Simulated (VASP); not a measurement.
Write the native input for VASP 6.6.1 that does the following.

```
Task                   : single point
Functional             : LDA
Potentials or basis    : VASP PAW PBE potentials, release 64 (Lu, H)
Cutoff                 : 520 eV
k mesh                 : 9 × 9 × 9
Occupations            : fermi-dirac, width 0.1 eV
Spin                   : no spin polarisation
Dipole correction      : no
Further INCAR settings : ALGO = Normal; EDIFF = 1e-07; NBANDS = 20
```

The structure of LuH2 lies in POSCAR:

```
LuH2
1.0
    0.0000000000      2.4554461613      2.4554461613
    2.4554461613      0.0000000000      2.4554461613
    2.4554461613      2.4554461613      0.0000000000
Lu H
1 2
Direct
    0.0000000000      0.0000000000      0.0000000000
    0.2500000000      0.2500000000      0.2500000000
    0.7500000000      0.7500000000      0.7500000000
```

These files were run (other wordings do the same):

INCAR

```
ALGO = Normal
EDIFF = 1E-7
ENCUT = 520
GGA = CA
ISIF = 2
ISMEAR = -1
LASPH = True
LCHARG = False
LREAL = False
LWAVE = False
NBANDS = 20
NELM = 60
PREC = Accurate
SIGMA = 0.1
```

KPOINTS

```
k-points
0
Gamma
  9 9 9
```

Potentials or basis: VASP PAW PBE potentials, release 64 (Lu, H).

Run with:

```console
$ cat potpaw_PBE.64/Lu/POTCAR potpaw_PBE.64/H/POTCAR > POTCAR
$ mpirun -np 1 vasp_std > vasp.out
```

It gave:

- Pressure: 0.6 GPa
- Band gap on the k mesh: zero (an odd number of electrons rules out a gap without spin polarisation)

Caveat: the PAW data sets were made with another functional, which shifts forces and pressure a little; spin-orbit coupling is left out, which moves the levels of the heavy elements.

Wall time 26 s on 1 thread of Intel Xeon 8259CL, on a shared host, peak memory 0.14 GiB.
